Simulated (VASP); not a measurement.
# Si2Cl (Fm-3m) in VASP: a series of runs

Runs on Si2Cl. Level: PBE. Tasks: single point, relaxation of cell and atoms.

All numbers are computed with VASP 6.6.1; they aren't measurements. Logs are shortened: lines on timing, memory, paths and dates and some standing lists are left out, and cuts for length are marked.

### Step 1. The cell of the first run

Symmetry: Fm-3m, No. 225, cubic system. The conventional cell has a = 6.287 Å, b = 6.287 Å, c = 6.287 Å, α = 90.00°, β = 90.00°, γ = 90.00°. Si (site symmetry -43m) has 4 Cl at 2.72 Å and 6 Si at 3.14 Å within 3.6 Å. Cl (site symmetry m-3m) has 8 Si at 2.72 Å within 3.6 Å.

### Step 2. Single point, PBE

Input file INCAR:

```
PREC     = Accurate       # precision mode
ENCUT    = 520            # plane-wave cutoff, eV
EDIFF    = 1E-6           # SCF threshold, eV
ISMEAR   = 0              # smearing method
SIGMA    = 0.1            # smearing width, eV
LREAL    = F              # projectors in reciprocal space
LASPH    = T              # aspherical terms in the spheres
NELM     = 100            # most SCF steps
ALGO     = Normal         # electronic algorithm
ISIF     = 2              # what is computed and relaxed
LWAVE    = F              # write WAVECAR
LCHARG   = T              # write CHGCAR
GGA      = PE             # functional
LELF     = T              # ELF
LVHAR    = T            
NBANDS   = 14             # bands
```

Input file KPOINTS:

```
Automatic mesh
0
Gamma
  6 6 6
```

Input file POSCAR:

```
Si2Cl
1.0
    0.0000000000      3.1437037600      3.1437037600
    3.1437037600      0.0000000000      3.1437037600
    3.1437037600      3.1437037600      0.0000000000
Si Cl
2 1
Direct
    0.2500000000      0.2500000000      0.2500000000
    0.7500000000      0.7500000000      0.7500000000
    0.0000000000      0.0000000000      0.0000000000
```

Potentials or basis: VASP PAW PBE potentials, release 64 (Si, Cl).

Launch:

```
cat potpaw_PBE.64/Si/POTCAR potpaw_PBE.64/Cl/POTCAR > POTCAR
mpirun -np 1 vasp_std > vasp.out
```

OUTCAR:

```text
PREC = Accurate
   ENCUT = 520
   EDIFF = 1E-6
   ISMEAR = 0
   LREAL = F
   LASPH = T
   NELM = 100
   ISIF = 2
   GGA = PE

 ion  position               nearest neighbor table
   1  0.250  0.250  0.250-   3 2.72   3 2.72   3 2.72   3 2.72   2 3.14   2 3.14   2 3.14   2 3.14
                             2 3.14   2 3.14
   2  0.750  0.750  0.750-   3 2.72   3 2.72   3 2.72   3 2.72   1 3.14   1 3.14   1 3.14   1 3.14
                             1 3.14   1 3.14
   3  0.000  0.000  0.000-   2 2.72   2 2.72   2 2.72   1 2.72   2 2.72   1 2.72   1 2.72   1 2.72

  LATTYP: Found a face centered cubic cell.
 ALAT       =     6.2874075200

  Lattice vectors:

 A1 = (   0.0000000000,   3.1437037600,   3.1437037600)
 A2 = (   3.1437037600,   0.0000000000,   3.1437037600)
 A3 = (   3.1437037600,   3.1437037600,   0.0000000000)

Analysis of symmetry for initial positions (statically):
=====================================================================
 Subroutine PRICEL returns:
 Original cell was already a primitive cell.

 Routine SETGRP: Setting up the symmetry group for a
 face centered cubic supercell.

 Subroutine GETGRP returns: Found 48 space group operations
 (whereof 48 operations were pure point group operations)
 out of a pool of 48 trial point group operations.

The static configuration has the point symmetry O_h .

Analysis of symmetry for dynamics (positions and initial velocities):
=====================================================================
 Subroutine PRICEL returns:
 Original cell was already a primitive cell.

 Routine SETGRP: Setting up the symmetry group for a
 face centered cubic supercell.

 Subroutine GETGRP returns: Found 48 space group operations
 (whereof 48 operations were pure point group operations)
 out of a pool of 48 trial point group operations.

The dynamic configuration has the point symmetry O_h .

 Subroutine INISYM returns: Found 48 space group operations
 (whereof 48 operations are pure point group operations),
 and found     1 'primitive' translations

----------------------------------------------------------------------------------------

                                     Primitive cell

  volume of cell :      62.1377

  direct lattice vectors                    reciprocal lattice vectors
     0.000000000  3.143703760  3.143703760    -0.159048065  0.159048065  0.159048065
     3.143703760  0.000000000  3.143703760     0.159048065 -0.159048065  0.159048065
     3.143703760  3.143703760  0.000000000     0.159048065  0.159048065 -0.159048065

  length of vectors
     4.445868493  4.445868493  4.445868493     0.275479329  0.275479329  0.275479329

  position of ions in fractional coordinates (direct lattice)
     0.250000000  0.250000000  0.250000000
     0.750000000  0.750000000  0.750000000
     0.000000000  0.000000000  0.000000000

  ion indices of the primitive-cell ions
   primitive index   ion index
                 1           1
                 2           2
                 3           3

----------------------------------------------------------------------------------------

 KPOINTS: Automatic mesh

Automatic generation of k-mesh.
 Grid dimensions read from file:
 generate k-points for:    6    6    6

 Generating k-lattice:

  Cartesian coordinates                     Fractional coordinates (reciprocal lattice)
    -0.026508011  0.026508011  0.026508011     0.166666667  0.000000000  0.000000000
     0.026508011 -0.026508011  0.026508011     0.000000000  0.166666667  0.000000000
     0.026508011  0.026508011 -0.026508011     0.000000000  0.000000000  0.166666667

  Length of vectors
     0.045913222  0.045913222  0.045913222

  Shift w.r.t. Gamma in fractional coordinates (k-lattice)
     0.000000000  0.000000000  0.000000000

 Subroutine IBZKPT returns following result:
 ===========================================

 Found     16 irreducible k-points:

 Following reciprocal coordinates:
            Coordinates               Weight
  0.000000  0.000000  0.000000      1.000000
  0.166667  0.000000  0.000000      8.000000
  0.333333  0.000000  0.000000      8.000000
  0.500000  0.000000  0.000000      4.000000
  0.166667  0.166667  0.000000      6.000000
  0.333333  0.166667  0.000000     24.000000
[... 8 lines left out ...]
 -0.333333  0.333333  0.166667     24.000000
 -0.333333  0.500000  0.166667     12.000000
   k-points           NKPTS =     16   k-points in BZ     NKDIM =     16   number of bands    NBANDS=     14
   number of dos      NEDOS =    301   number of ions     NIONS =      3
   total plane-waves  NPLWV =  46656
   dimension x,y,z NGX =    36 NGY =   36 NGZ =   36
   dimension x,y,z NGXF=    72 NGYF=   72 NGZF=   72
   ions per type =               2   1
   NGX,Y,Z   is equivalent  to a cutoff of  13.46, 13.46, 13.46 a.u.
   NGXF,Y,Z  is equivalent  to a cutoff of  26.92, 26.92, 26.92 a.u.
 SYSTEM =  unknown system
   PREC   = accura    normal or accurate (medium, high low for compatibility)
   ISTART =      0    job   : 0-new  1-cont  2-samecut
   ICHARG =      2    charge: 1-file 2-atom 10-const
   ISPIN  =      1    spin polarized calculation?
   LNONCOLLINEAR =      F non collinear calculations
   LSORBIT =      F    spin-orbit coupling
   LASPH  =      T    aspherical Exc in radial PAW
   ENCUT  =  520.0 eV  38.22 Ry    6.18 a.u.   8.27  8.27  8.27*2*pi/ulx,y,z
   NELM   =    100;   NELMIN=  2; NELMDL= -5     # of ELM steps
   EDIFF  = 0.1E-05   stopping-criterion for ELM
   LREAL  =      F    real-space projection
   EDIFFG = 0.1E-04   stopping-criterion for IOM
   NSW    =      0    number of steps for IOM
   IBRION =     -1    ionic relax: 0-MD 1-quasi-New 2-CG
   NFREE  =      0    steps in history (QN), initial steepest desc. (CG)
   ISIF   =      2    stress and relaxation
   ISYM   =      2    0-nonsym 1-usesym 2-fastsym
   POTIM  = 0.5000    time-step for ionic-motion
   TEBEG  =    0.0;   TEEND  =   0.0 temperature during run
   PSTRESS=    0.0 pullay stress
   NELECT =      15.0000    total number of electrons
   NUPDOWN=      -1.0000    fix difference up-down
   EMIN   =  10.00;   EMAX   =-10.00  energy-range for DOS
   EFERMI =   0.00;   METHOD = LEGACY
   ISMEAR =     0;   SIGMA  =   0.10  broadening in eV -4-tet -1-fermi 0-gaus
   EFERMI_NEDOS =   21; number of points for ismear=-14 and -15
   IALGO  =     38    algorithm
   IMIX   =      4    mixing-type and parameters
     AMIX     =   0.40;   BMIX     =  1.00
     AMIX_MAG =   1.60;   BMIX_MAG =  1.00
  volume/ion in A,a.u.               =      20.71       139.78
  Fermi-wavevector in a.u.,A,eV,Ry     =   1.019343  1.926279 14.137269  1.039060
  Thomas-Fermi vector in A             =   2.152851
   LORBIT       =      0    0 simple, 1 ext, 2 COOP (PROOUT), +10 PAW based schemes
   GGA     = PE    functional components
   LHFCALC =     F    Hartree Fock is set to
   AEXX    =    0.0000 exact exchange contribution
   IVDW    =     0    specifies the selected vdW correction
   LEPSILON=     F    determine dielectric tensor
   LRPA    =     F    only Hartree local field effects (RPA)
 non-spin polarized calculation
 Gauss-broadening in eV      SIGMA  =   0.10
  energy-cutoff  :      520.00
  volume of cell :       62.14
 maximum number of plane-waves:      1687
 NGX is ok and might be reduce to    36
   NGX = 17   NGY = 17   NGZ = 17

 number of electron      15.0000002 magnetization

 Free energy of the ion-electron system (eV)
  ---------------------------------------------------
  ext. energy  EPLUGINS =         0.00000000
  ---------------------------------------------------
  free energy    TOTEN  =        -9.08651994 eV

  energy without entropy =       -9.07267687  energy(sigma->0) =       -9.07959840

 E-fermi :   5.6718     XC(G=0):  -9.6435

 val. band max:        5.4995622764   @ k =   0.3333   0.1667   0.0000
 cond. band min:       5.6869975187   @ k =  -0.3333   0.1667   0.0000
 fundamental gap:      0.1874352423
 Fermi energy:         5.6717952911

 k-point     1 :       0.0000    0.0000    0.0000
  band No.  band energies     occupation
      1     -11.7618      2.00000
      2      -2.0414      2.00000
      3       0.1986      2.00000
      4       0.1986      2.00000
      5       0.1986      2.00000
      6       2.3576      2.00000
      7       4.4096      2.00000
      8       4.4096      2.00000
      9       4.4096      2.00000
     10       9.3537      0.00000
     11       9.3537      0.00000
     12       9.3537      0.00000
     13      10.4513      0.00000
     14      10.4513      0.00000

 k-point     2 :       0.1667    0.0000    0.0000
  band No.  band energies     occupation
      1     -11.6853      2.00000
      2      -2.5560      2.00000
      3       0.0740      2.00000
      4       0.0740      2.00000
      5       0.2801      2.00000
      6       1.9464      2.00000
      7       4.7078      2.00000
      8       4.7078      2.00000
      9       5.8488      0.01232
     10       8.3492      0.00000
     11       8.3492      0.00000
     12       9.0156      0.00000
     13      12.2319      0.00000
     14      12.2319      0.00000

 k-point     3 :       0.3333    0.0000    0.0000
  band No.  band energies     occupation
      1     -11.5227      2.00000
      2      -3.2853      2.00000
      3      -0.5277      2.00000
      4      -0.1373      2.00000
      5      -0.1373      2.00000
      6       3.1350      2.00000
      7       5.1111      2.00000
      8       5.1111      2.00000
      9       6.9703      0.00000
     10       8.0434      0.00000
     11       8.0434      0.00000
     12       8.8570      0.00000
     13      12.7062      0.00000
     14      13.5709      0.00000
[... 188 lines left out ...]
 k-point    15 :      -0.3333    0.3333    0.1667
  band No.  band energies     occupation
      1     -11.3551      2.00000
      2      -3.1465      2.00000
      3      -2.6280      2.00000
      4      -0.7821      2.00000
      5       1.9949      2.00000
      6       2.8278      2.00000
      7       5.1425      2.00000
      8       5.2216      2.00000
      9       6.8709      0.00000
     10       7.8821      0.00000
     11       9.8352      0.00000
     12      10.0312      0.00000
     13      12.6475      0.00000
     14      13.6812      0.00000

 k-point    16 :      -0.3333    0.5000    0.1667
  band No.  band energies     occupation
      1     -11.3275      2.00000
      2      -3.3741      2.00000
      3      -2.3085      2.00000
      4      -1.0333      2.00000
      5       1.6194      2.00000
      6       3.5808      2.00000
      7       3.7785      2.00000
      8       5.7973      0.07594
      9       7.4254      0.00000
     10       8.3669      0.00000
     11       9.7621      0.00000
     12      10.9964      0.00000
     13      12.1730      0.00000
     14      14.1293      0.00000

------------------------ aborting loop because EDIFF is reached ----------------------------------------

  FORCE on cell =-STRESS in cart. coord.  units (eV):
  Direction    XX          YY          ZZ          XY          YZ          ZX
  --------------------------------------------------------------------------------------
  -------------------------------------------------------------------------------------
  Total        0.4144499      0.4144499      0.4144499     -0.0000000     -0.0000000     -0.0000000
  in kB       10.6863109     10.6863109     10.6863109     -0.0000000     -0.0000000     -0.0000000
  external PRESSURE =      10.6863109 kB  Pullay stress =       0.0000000 kB

 VOLUME and BASIS-vectors are now :
 -----------------------------------------------------------------------------
  energy-cutoff  :      520.00
  volume of cell :       62.14
      direct lattice vectors                 reciprocal lattice vectors
     0.000000000  3.143703760  3.143703760    -0.159048065  0.159048065  0.159048065
     3.143703760  0.000000000  3.143703760     0.159048065 -0.159048065  0.159048065
     3.143703760  3.143703760  0.000000000     0.159048065  0.159048065 -0.159048065

 POSITION                                       TOTAL-FORCE (eV/Angst)
 -----------------------------------------------------------------------------------
      1.57185      1.57185      1.57185        -0.000000      0.000000     -0.000000
      4.71556      4.71556      4.71556        -0.000000     -0.000000     -0.000000
      0.00000      0.00000      0.00000         0.000000     -0.000000      0.000000
 -----------------------------------------------------------------------------------
    total drift:                               -0.000000      0.000000      0.000000

  FREE ENERGIE OF THE ION-ELECTRON SYSTEM (eV)
  ---------------------------------------------------
  free  energy   TOTEN  =        -9.0865199350 eV

  energy  without entropy=       -9.0726768720  energy(sigma->0) =       -9.07959840
```

Wall time 19 s (1 thread of Intel Xeon 6975P-C, shared host); peak memory 0.2 GiB.

What came out:

| Quantity | Value |
| --- | --- |
| Free energy | -9.0865 eV |
| Pressure | 1.1 GPa |

Levels at points of the mesh, in eV from the Fermi level:
```csv
k point,band 5,band 6,band 7,band 8,band 9,band 10
"(0.00, 0.00, 0.00)",-5.47,-3.31,-1.26,-1.26,-1.26,3.68
"(0.50, 0.00, 0.00)",-5.90,-1.62,-0.50,-0.50,1.43,2.54
"(0.50, 0.50, 0.00)",-5.89,-2.75,-1.32,1.50,1.50,3.90
```

Caveat: an odd number of electrons without spin polarisation forces a metal; a magnetic or distorted state may lie lower.

[end of part 1 of 2]
